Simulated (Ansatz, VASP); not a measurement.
# Two plane-wave programs on CdF2

POSCAR

```
CdF2
1.0
    0.0000000000      2.6941776812      2.6941776812
    2.5516556819      0.0000000000      2.6941776812
    2.5516556819      2.6941776812      0.0000000000
Cd F
1 2
Direct
    0.0000000000      0.0000000000      0.0000000000
    0.2500000000      0.2500000000      0.2500000000
    0.7500000000      0.7500000000      0.7500000000
```

INCAR.step1

```
PREC = Accurate
ENCUT = 520
ISMEAR = 0
SIGMA = 0.01
LREAL = F
LASPH = T
NELM = 80
NBANDS = 20
GGA = PE
ALGO = Normal
EDIFF = 1E-4
LWAVE = T
LCHARG = F
```

File INCAR.step2:

```
PREC = Accurate
ENCUT = 520
EDIFF = 1E-6
ISMEAR = 0
SIGMA = 0.01
LREAL = F
LASPH = T
NELM = 80
ALGO = Normal
ISIF = 2
LWAVE = F
LCHARG = F
METAGGA = R2SCAN
LMIXTAU = T
NBANDS = 20
ISTART = 1
```

Contents of KPOINTS:

```
regular mesh
0
Gamma
  8 8 8
```

Input for Ansatz:

```yaml
crystal:
  lattice:
    - [0.0, 2.6941776812, 2.6941776812]
    - [2.5516556819, 0.0, 2.6941776812]
    - [2.5516556819, 2.6941776812, 0.0]
  atoms:
    - { symbol: Cd, position: [0.0, 0.0, 0.0] }
    - { symbol: F, position: [0.25, 0.25, 0.25] }
    - { symbol: F, position: [0.75, 0.75, 0.75] }
kpoints:
  mp_grid: { grid: [8, 8, 8] }
  band_path:
    path:
      - [0.0, 0.0, 0.0]
      - [0.5, 0.0, 0.5]
      - [0.625, 0.25, 0.625]
      - [0.375, 0.375, 0.75]
      - [0.5, 0.5, 0.5]
      - [0.5, 0.25, 0.75]
      - [0.307292, -0.5, -0.192708]
    npoints: 1
hamiltonian:
  xc: r2scan
scf:
  occupations: { method: fixed }
  n_extra_bands: 4
output:
  forces: true
  stress: true
  eigenvalues: true
```

Change from the starting cell: uniaxial_x strain -5.3%.

Alike in both runs: task single point; functional r2SCAN; k mesh 8 × 8 × 8; no spin polarisation.

```csv
,VASP,Ansatz
version,VASP 6.6.1,Ansatz 0.2.0
potentials or method,"VASP PAW PBE potentials, release 64 (Cd, F)","plane waves, PAW"
plane-wave cutoff (eV),520,500
occupations,"gaussian, width 0.01 eV",fixed
valence electrons in the cell,26,34
```

|  | VASP | Ansatz | Ansatz less VASP |
| --- | --- | --- | --- |
| gap on the k mesh at the Fermi level (eV) | 3.86 | 3.91 | +0.048 |
| pressure (GPa) | 8.3 | 7.0 | -1.36 |
| traceless stress, the component that is largest in VASP (GPa) | 4.42 | 4.50 | +0.079 |

VASP's potentials were made for PBE, not for r2SCAN. VASP's potentials hold 26 valence electrons a cell and Ansatz's 34, so a difference there can come from the potentials and not from the codes.
